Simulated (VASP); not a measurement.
SbSe5: relaxation of cell and atoms with PBE

The system is SbSe5.

```
Sb Se
1.0
     3.82624    0.00000    0.00000
    -1.91312    3.31362    0.00000
     0.00000    0.00000   13.27661
Sb Se
1 5
Cartesian
  0.0000 0.0000 0.0000
  0.0000 2.2091 1.7003
  1.9131 1.1045 11.5763
  0.0000 2.2091 8.1776
  0.0000 0.0000 6.6383
  1.9131 1.1045 5.0990
```

```yaml
Program: VASP 6.6.1
Task: relaxation of cell and atoms
Functional: PBE
Potentials_or_basis: VASP PAW PBE potentials, release 64 (Sb, Se)
Cutoff: 600 eV
k_mesh: 12 × 12 × 4
Occupations: gaussian, width 0.1 eV
Spin: no spin polarisation
Dipole_correction: no
Further_INCAR_settings: ALGO = Normal; EDIFF = 1e-06; IBRION = 2; EDIFFG = -0.01; NSW = 100; ISIF = 3
```

* Pressure after relaxing: 0.0 GPa
* Largest force after relaxing: 0.006 eV/Å

Forces on the atoms (eV/Å):
```
Sb   0.000  0.000  0.000
Se   0.000  0.000 -0.001
Se   0.000  0.000  0.001
Se   0.000  0.000  0.006
Se   0.000  0.000  0.000
Se   0.000  0.000 -0.006
```

Final structure:
```
Sb Se
1.0
     3.82624    0.00000    0.00000
    -1.91312    3.31362    0.00000
     0.00000    0.00000   13.27661
Sb Se
1 5
Direct
  0.00000 0.00000 0.00000
  0.33333 0.66667 0.12807
  0.66667 0.33333 0.87193
  0.33333 0.66667 0.61594
  0.00000 0.00000 0.50000
  0.66667 0.33333 0.38406
```

Levels at points of the mesh, in eV from the Fermi level:
| k point | band 14 | band 15 | band 16 | band 17 | band 18 | band 19 | band 20 | band 21 |
| --- | --- | --- | --- | --- | --- | --- | --- | --- |
| (0.00, 0.00, 0.00) | -0.96 | -0.96 | -0.77 | -0.77 | 0.19 | 0.21 | 1.19 | 1.19 |
| (0.50, 0.00, 0.00) | -1.71 | -1.48 | -1.24 | -1.03 | -0.67 | 1.16 | 2.15 | 2.29 |
| (0.00, 0.00, 0.50) | -0.96 | -0.96 | -0.78 | -0.78 | -0.39 | 0.64 | 1.19 | 1.19 |
| (0.50, 0.00, 0.50) | -1.86 | -1.40 | -1.15 | -1.13 | -0.93 | 1.32 | 2.17 | 2.53 |

It took 3.1 min on 1 thread of Intel(R) Xeon(R) Platinum 8375C CPU @ 2.90GHz (Ice Lake), on a shared host, peak memory 0.49 GiB.

Caveat: the relaxation stopped at its first step, so nothing moved; spin-orbit coupling is left out, which moves the levels of the heavy elements; this functional lacks dispersion, which binds the layers, so the pressure and a relaxed spacing across them are unreliable.
